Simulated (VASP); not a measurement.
# MgO (P1) in VASP: further runs, part 2 of 2

VASP 6.6.1. Earlier steps stand in the parts before.

## (3) Single point, PBE (atom 3 (O) moved by (-0.225, -0.450) A along x and z)

INCAR

```
SYSTEM = MgO
  PREC = Accurate
  ENCUT = 520
  EDIFF = 1E-6
  ISMEAR = 0
  SIGMA = 0.05
  LREAL = .False.
  LASPH = .True.
  NELM = 100
  ALGO = Normal
  ISIF = 2
  LWAVE = .False.
  LCHARG = .True.
  GGA = PE
  LELF = .True.
  LVHAR = .True.
  NBANDS = 16
```

KPOINTS

```
Automatic mesh
0
Gamma
  6 6 6
  0 0 0
```

POSCAR

```
MgO
1.0
    3.4863778627      0.0000000000      0.0000000000
   -1.7431889314      3.0192917963      0.0000000000
    0.0000000000      0.0000000000      4.1780412200
Mg O
2 2
Direct
    0.6666666667      0.3333333333      0.7500000000
    0.3333333333      0.6666666667      0.2500000000
    0.6021297723      0.3333333333      0.1422940258
    0.3333333333      0.6666666667      0.7500000000
```

Potentials or basis: VASP PAW PBE potentials, release 64 (Mg, O).

Run with:

```console
> cat potpaw_PBE.64/Mg/POTCAR potpaw_PBE.64/O/POTCAR > POTCAR
> mpirun -np 1 vasp_std > vasp.out
```

OUTCAR:

```text
SYSTEM = MgO
   PREC = Accurate
   ENCUT = 520
   EDIFF = 1E-6
   ISMEAR = 0
   LREAL = .False.
   LASPH = .True.
   NELM = 100
   ISIF = 2
   GGA = PE

 ion  position               nearest neighbor table
   1  0.667  0.333  0.750-   3 1.65   4 2.01   4 2.01   4 2.01   3 2.55   2 2.90   2 2.90   2 2.90
                             2 2.90   2 2.90   2 2.90
   2  0.333  0.667  0.250-   3 1.88   3 2.07   4 2.09   4 2.09   3 2.26   1 2.90   1 2.90   1 2.90
                             1 2.90   1 2.90   1 2.90
   3  0.602  0.333  0.142-   1 1.65   2 1.88   2 2.07   2 2.26   1 2.55
   4  0.333  0.667  0.750-   1 2.01   1 2.01   1 2.01   2 2.09   2 2.09

  LATTYP: Found a hexagonal cell.
 ALAT       =     3.4863778627
 C/A-ratio  =     1.1983902447

  Lattice vectors:

 A1 = (   3.4863778627,   0.0000000000,   0.0000000000)
 A2 = (  -1.7431889314,   3.0192917963,   0.0000000000)
 A3 = (   0.0000000000,   0.0000000000,   4.1780412200)

Analysis of symmetry for initial positions (statically):
=====================================================================
 Subroutine PRICEL returns:
 Original cell was already a primitive cell.

 Routine SETGRP: Setting up the symmetry group for a
 hexagonal supercell.

 Subroutine GETGRP returns: Found  1 space group operations
 (whereof  1 operations were pure point group operations)
 out of a pool of 24 trial point group operations.

The static configuration has the point symmetry C_1 .

Analysis of symmetry for dynamics (positions and initial velocities):
=====================================================================
 Subroutine PRICEL returns:
 Original cell was already a primitive cell.

 Routine SETGRP: Setting up the symmetry group for a
 hexagonal supercell.

 Subroutine GETGRP returns: Found  1 space group operations
 (whereof  1 operations were pure point group operations)
 out of a pool of 24 trial point group operations.

[... 120 lines left out ...]
   EFERMI_NEDOS =   21; number of points for ismear=-14 and -15
   IALGO  =     38    algorithm
   IMIX   =      4    mixing-type and parameters
     AMIX     =   0.40;   BMIX     =  1.00
     AMIX_MAG =   1.60;   BMIX_MAG =  1.00
  volume/ion in A,a.u.               =      10.99        74.20
  Fermi-wavevector in a.u.,A,eV,Ry     =   1.168685  2.208494 18.583167  1.365824
  Thomas-Fermi vector in A             =   2.305168
   LORBIT       =      0    0 simple, 1 ext, 2 COOP (PROOUT), +10 PAW based schemes
   GGA     = PE    functional components
   LHFCALC =     F    Hartree Fock is set to
   AEXX    =    0.0000 exact exchange contribution
   IVDW    =     0    specifies the selected vdW correction
   LEPSILON=     F    determine dielectric tensor
   LRPA    =     F    only Hartree local field effects (RPA)
 non-spin polarized calculation
 Gauss-broadening in eV      SIGMA  =   0.05
  energy-cutoff  :      520.00
  volume of cell :       43.98
 maximum number of plane-waves:      1204
 NGX is ok and might be reduce to    28
   NGX = 13   NGY = 13   NGZ = 15

 number of electron      16.0000000 magnetization

 Free energy of the ion-electron system (eV)
  ---------------------------------------------------
  ext. energy  EPLUGINS =         0.00000000
  ---------------------------------------------------
  free energy    TOTEN  =       -21.85270054 eV

  energy without entropy =      -21.85270054  energy(sigma->0) =      -21.85270054

 E-fermi :   2.2502     XC(G=0): -10.0581

 val. band max:        1.9565602969   @ k =  -0.3333   0.5000   0.5000
 cond. band min:       5.1107577758   @ k =   0.0000   0.0000   0.0000
 fundamental gap:      3.1541974789
 Fermi energy:         2.2502321875

 k-point     1 :       0.0000    0.0000    0.0000
  band No.  band energies     occupation
      1     -15.0184      2.00000
      2     -13.3538      2.00000
      3      -1.4727      2.00000
      4      -0.0164      2.00000
      5       0.5178      2.00000
      6       1.1618      2.00000
[... 433 lines left out ...]
      3      -1.3939      2.00000
      4      -0.1095      2.00000
      5       0.2606      2.00000
      6       0.3865      2.00000
[... 8 lines left out ...]
     15      17.3508      0.00000
     16      18.2246      0.00000

 [... further k-points ...]
[... 5 lines left out ...]
  --------------------------------------------------------------------------------------
  -------------------------------------------------------------------------------------
  Total        2.2980510      1.7077308     11.3642907     -1.9311894      0.1180985     -1.3597194
  in kB       83.7178322     62.2125119    414.0002969    -70.3530905      4.3023190    -49.5344803
  external PRESSURE =     186.6435470 kB  Pullay stress =       0.0000000 kB

 VOLUME and BASIS-vectors are now :
 -----------------------------------------------------------------------------
  energy-cutoff  :      520.00
  volume of cell :       43.98
      direct lattice vectors                 reciprocal lattice vectors
     3.486377863  0.000000000  0.000000000     0.286830642  0.165601748  0.000000000
    -1.743188931  3.019291796  0.000000000     0.000000000  0.331203497  0.000000000
     0.000000000  0.000000000  4.178041220     0.000000000  0.000000000  0.239346609

 POSITION                                       TOTAL-FORCE (eV/Angst)
 -----------------------------------------------------------------------------------
      1.74319      1.00643      3.13353         0.481649     -0.009282     -5.418572
     -0.00000      2.01286      1.04451        -1.329434      0.590187     -0.761843
      1.51819      1.00643      0.59451         1.416830     -0.696678      9.002866
     -0.00000      2.01286      3.13353        -0.569046      0.115774     -2.822452
 -----------------------------------------------------------------------------------
    total drift:                                0.000087      0.000390     -0.001106

  FREE ENERGIE OF THE ION-ELECTRON SYSTEM (eV)
  ---------------------------------------------------
  free  energy   TOTEN  =       -21.8527005407 eV

  energy  without entropy=      -21.8527005407  energy(sigma->0) =      -21.85270054
```

OSZICAR:

```text
N       E                     dE             d eps       ncg     rms          rms(c)
DAV:   1     0.646290608461E+02    0.64629E+02   -0.76525E+03  3592   0.895E+02
DAV:   2    -0.227573758850E+02   -0.87386E+02   -0.79377E+02  4952   0.200E+02
DAV:   3    -0.267501338632E+02   -0.39928E+01   -0.39815E+01  4200   0.446E+01
DAV:   4    -0.267666318470E+02   -0.16498E-01   -0.16498E-01  4536   0.333E+00
DAV:   5    -0.267667152858E+02   -0.83439E-04   -0.83439E-04  4240   0.226E-01    0.122E+01
DAV:   6    -0.219599792835E+02    0.48067E+01   -0.12295E+01  4248   0.273E+01    0.382E+00
DAV:   7    -0.218849682724E+02    0.75011E-01   -0.20316E-01  3976   0.365E+00    0.223E+00
DAV:   8    -0.218550838125E+02    0.29884E-01   -0.12880E-01  4768   0.363E+00    0.492E-01
DAV:   9    -0.218518942575E+02    0.31896E-02   -0.11071E-02  4160   0.904E-01    0.129E-01
DAV:  10    -0.218526550964E+02   -0.76084E-03   -0.18454E-03  4312   0.344E-01    0.753E-02
DAV:  11    -0.218526785942E+02   -0.23498E-04   -0.28012E-04  3672   0.152E-01    0.187E-02
DAV:  12    -0.218526997232E+02   -0.21129E-04   -0.33448E-05  3792   0.439E-02    0.414E-03
DAV:  13    -0.218527005407E+02   -0.81752E-06   -0.12456E-06  4240   0.926E-03
   1 F= -.21852701E+02 E0= -.21852701E+02  d E =-.513609E-18
```

It took 72 s on 1 thread of Intel Xeon Platinum 8259CL at 2.50GHz (Skylake/Cascade Lake), shared host; peak memory 0.21 GiB.

What came out:

```
Free energy            : -21.8527 eV
Pressure               : 18.7 GPa
Largest force          : 9.140 eV/Å
Band gap on the k mesh : 3.15 eV, indirect (least direct gap 3.24 eV)
```

Forces in eV/Å, atoms in the order of the input:
```
Mg   0.482 -0.009 -5.419
Mg  -1.329  0.590 -0.762
O    1.417 -0.697  9.003
O   -0.569  0.116 -2.822
```

Stress tensor (GPa, compression positive):
```
 8.37 -7.04 -4.95
-7.04  6.22  0.43
-4.95  0.43 41.40
```

Caveat: the cell differs from its parent crystal (atom 3 (O) moved by (-0.225, -0.450) A along x and z); forces of over 1 eV/Å act on the atoms, so gaps and moduli don't describe the material at rest. A k mesh can miss the band edges.

## (4) Single point, PBE (atom 3 (O) moved by (-0.225, -0.225) A along x and z)

INCAR

```
ALGO = Normal ; EDIFF = 1E-7
ENCUT = 520 ; GGA = PE
ISIF = 2 ; ISMEAR = 0
LASPH = True ; LCHARG = True
LELF = True ; LREAL = False
LVHAR = True ; LWAVE = False
NBANDS = 16 ; NELM = 100
PREC = Accurate ; SIGMA = 0.05
```

KPOINTS

```
k-points
0
Gamma
  6 6 6
```

POSCAR: that of step 3 with these lines changed.

```diff
@@ -10,3 +10,3 @@
     0.3333333333      0.6666666667      0.2500000000
-    0.6021297723      0.3333333333      0.1422940258
+    0.6021297723      0.3333333333      0.1961470129
     0.3333333333      0.6666666667      0.7500000000
```

Run with:

```console
> cat potpaw_PBE.64/Mg/POTCAR potpaw_PBE.64/O/POTCAR > POTCAR
> mpirun -np 1 vasp_std > vasp.out
```

Wall time 78 s (1 thread of Intel Xeon Platinum 8259CL at 2.50GHz (Skylake/Cascade Lake), shared host); peak memory 0.21 GiB.

Results (log left out):

```yaml
Free_energy: -23.0754 eV
Pressure: 9.0 GPa
Largest_force: 3.832 eV/Å
Band_gap_on_the_k_mesh: 3.32 eV, direct
```

Forces in eV/Å, atoms in the order of the input:
```
Mg  -0.219 -0.006 -1.075
Mg  -1.775  0.773 -0.319
O    2.450 -0.854  2.820
O   -0.457  0.087 -1.426
```

Stress tensor (GPa, compression positive):
```
 8.25 -8.17 -1.53
-8.17  6.14  0.37
-1.53  0.37 12.55
```

Levels at points of the mesh, in eV from the valence-band top:
```csv
k point,band 5,band 6,band 7,band 8,band 9,band 10,band 11,band 12
"(0.00, 0.00, 0.00)",-1.48,-0.88,-0.60,0.00,3.32,9.47,11.77,12.02
"(0.50, 0.00, 0.00)",-2.42,-1.65,-0.86,-0.45,7.20,8.78,9.21,11.86
"(0.00, 0.50, 0.00)",-2.26,-1.82,-1.21,-0.49,6.95,8.59,9.63,12.33
"(0.50, 0.50, 0.00)",-2.23,-1.81,-1.61,-0.43,6.56,8.61,10.24,12.49
"(0.00, 0.00, 0.50)",-1.57,-1.32,-1.03,-1.01,6.09,6.59,12.71,12.91
"(0.50, 0.00, 0.50)",-1.88,-1.31,-0.96,-0.93,6.89,8.01,11.25,12.35
"(0.00, 0.50, 0.50)",-1.77,-1.32,-0.72,-0.60,6.81,7.61,10.77,11.95
"(0.50, 0.50, 0.50)",-1.71,-1.16,-0.67,-0.37,6.75,7.38,10.28,12.06
```

Caveat: the cell differs from its parent crystal (atom 3 (O) moved by (-0.225, -0.225) A along x and z); forces of over 1 eV/Å act on the atoms, so gaps and moduli don't describe the material at rest.
